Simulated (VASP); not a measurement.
Here is a VASP 6.6.1 calculation.

INCAR

```
  PREC = Accurate
  ENCUT = 520
  EDIFF = 1E-6
  ISMEAR = 0
  SIGMA = 0.02
  LREAL = Auto
  LASPH = True
  NELM = 80
  ALGO = Normal
  ISIF = 2
  LWAVE = False
  LCHARG = False
  GGA = PE
  IVDW = 12
  NBANDS = 86
  NELECT = 128.0
```

Contents of KPOINTS:

```
Automatic mesh
0
Gamma
  2 2 2
  0.5 0.5 0.5
```

Contents of POSCAR:

```
B16HN16
1.0
   -5.0122276282      2.8938109704      3.2948837601
    0.0000000000     -5.7876219408      3.2948837600
    5.0122276282      2.8938109704      3.2948837601
B N H
16 16 1
Direct
    0.2463573082      0.7456534158      0.9946633066
    0.4923175896      0.4897265119      0.9975620015
    0.7557047455      0.2523419590      1.0037307914
    0.9976609015      0.7466328494      0.2457764542
    1.0038459146      1.0020417349      1.0020199799
    0.2470388574      0.4972144978      0.2457931040
    0.5066898517      0.2545338649      0.2560637642
    0.7457461702      0.7449633119      0.4936734206
    0.7537110149      1.0018987410      0.2518495300
    0.9970077226      0.4965707467      0.4944182181
    0.2525141546      0.2574661209      0.5005224440
    0.4828942413      0.7323929573      0.7310370019
    0.5181963370      1.0143039651      0.5143206152
    0.7487546780      0.4889727342      0.7396543331
    1.0075678707      0.2540736891      0.7542052754
    0.2662634704      1.0143656663      0.7664494528
    0.5934826311      0.0915541035      0.3429467231
    0.8316169804      0.8304715620      0.3302327284
    0.0800893899      0.5792061047      0.3281563358
    0.3701325253      0.1236286017      0.6182978307
    0.3335393178      0.3328472301      0.3314899296
    0.5798103857      0.8293560836      0.5804943131
    0.8284006192      0.5774525791      0.5767973216
    0.0947608000      0.0915647684      0.8415616793
    0.0828266952      0.3321891300      0.5808790952
    0.3328047229      0.8297033816      0.8283618253
    0.5480391701      0.5365731617      0.7963207910
    0.8361246012      0.0842867161      0.0842505285
    0.8382627181      0.3347668350      0.8350777071
    0.0826095607      0.8309153516      0.0801553625
    0.3300259968      0.5786855056      0.0777742849
    0.5876081582      0.3353092083      0.0868360094
    0.4658300094      0.3382250837      0.7143666068
```

Potentials or basis: VASP PAW PBE potentials, release 64 (B, N, H).

Command:

```sh
$ cat potpaw_PBE.64/B/POTCAR potpaw_PBE.64/N/POTCAR potpaw_PBE.64/H/POTCAR > POTCAR
$ mpirun -np 1 vasp_std > vasp.out
```

Question: Predict the largest force.

Answer: 0.537 eV/Å.

Question: Predict the dispersion energy per atom.

Answer: -0.142 eV.

Forces in eV/Å, atoms in the order of the input:
```
B    0.011  0.004  0.001
B    0.035  0.017 -0.016
B    0.003 -0.009 -0.004
B   -0.009  0.025  0.007
B   -0.009  0.009 -0.001
B   -0.001  0.023  0.017
B    0.019  0.002  0.008
B   -0.018  0.011  0.003
B   -0.007  0.011  0.004
B   -0.010  0.030  0.015
B    0.006  0.041 -0.043
B    0.005 -0.047 -0.025
B   -0.010  0.014 -0.009
B   -0.036  0.009 -0.004
B   -0.011  0.002  0.005
B    0.010  0.008 -0.013
N   -0.011 -0.005  0.012
N    0.012  0.007  0.021
N    0.003 -0.002  0.012
N   -0.001  0.000 -0.131
N   -0.006  0.017 -0.037
N    0.005  0.045  0.006
N    0.015  0.011  0.019
N    0.007  0.007  0.015
N    0.014  0.015 -0.022
N   -0.003  0.042  0.003
N   -0.010  0.057 -0.082
N    0.001  0.027  0.004
N    0.021  0.045 -0.007
N    0.004  0.011  0.019
N   -0.006  0.006 -0.002
N   -0.022  0.047 -0.015
H   -0.001 -0.480  0.241
```

Caveat: the cell carries a net charge on a neutralising background, which shifts energy and pressure.
